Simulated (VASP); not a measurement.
A run of VASP 6.6.1 is set up as follows.

Contents of INCAR:

```
SYSTEM = NiO
ALGO = Normal
EDIFF = 1E-6
ENCUT = 700
GGA = PS
GGA_COMPAT = .False.
ISIF = 2
ISMEAR = -1
ISPIN = 2
LASPH = .True.
LCHARG = .False.
LDAU = .True.
LDAUJ = 0 0
LDAUL = 2 -1
LDAUPRINT = 1
LDAUTYPE = 2
LDAUU = 5 0
LMAXMIX = 4
LORBIT = 11
LREAL = .False.
LWAVE = .False.
MAGMOM = 1 0
NBANDS = 23
NELM = 200
PREC = Accurate
SIGMA = 0.05
```

File KPOINTS:

```
k-points
0
Gamma
  11 11 11
  0 0 0
```

File POSCAR:

```
NiO
1.0
    0.0000000000      2.0859016414      2.0859016414
    2.0859016414      0.0000000000      2.0859016414
    2.0859016414      2.0859016414      0.0000000000
Ni O
1 1
Direct
    0.0000000000      0.0000000000      0.0000000000
    0.5000000000      0.5000000000      0.5000000000
```

Potentials or basis: VASP PAW PBE potentials, release 64 (Ni_sv_GW, O).

Command:

```console
$ cat potpaw_PBE.64/Ni_sv_GW/POTCAR potpaw_PBE.64/O/POTCAR > POTCAR
$ mpirun -np 1 vasp_std > vasp.out
```

Problem. Predict the net moment.

Solution. 2.00 μB per cell.

Problem. Estimate the site moments.

Solution. Ni +1.75; O +0.21 μB.

Problem. What does it give for the pressure?

Solution. 0.6 GPa.

Problem. Predict the band gap on the k mesh.

Solution. 1.83 eV (least direct gap 2.60 eV).

Eigenvalues of the final occupation matrices:
| site | spin | trace | eigenvalues |
| --- | --- | --- | --- |
| site 1 d | 1 | 4.74 | 0.94 0.94 0.94 0.97 0.97 |
| site 1 d | 2 | 3.01 | 0.11 0.11 0.93 0.93 0.93 |

Caveat: the PAW data sets were made with another functional, which shifts forces and pressure a little; an odd mesh through Γ misses points on the zone boundary, where band edges can lie; a cell with one magnetic atom can't hold antiferromagnetic order, which such compounds often take. The state reached can hang on the start; a lower one may exist.
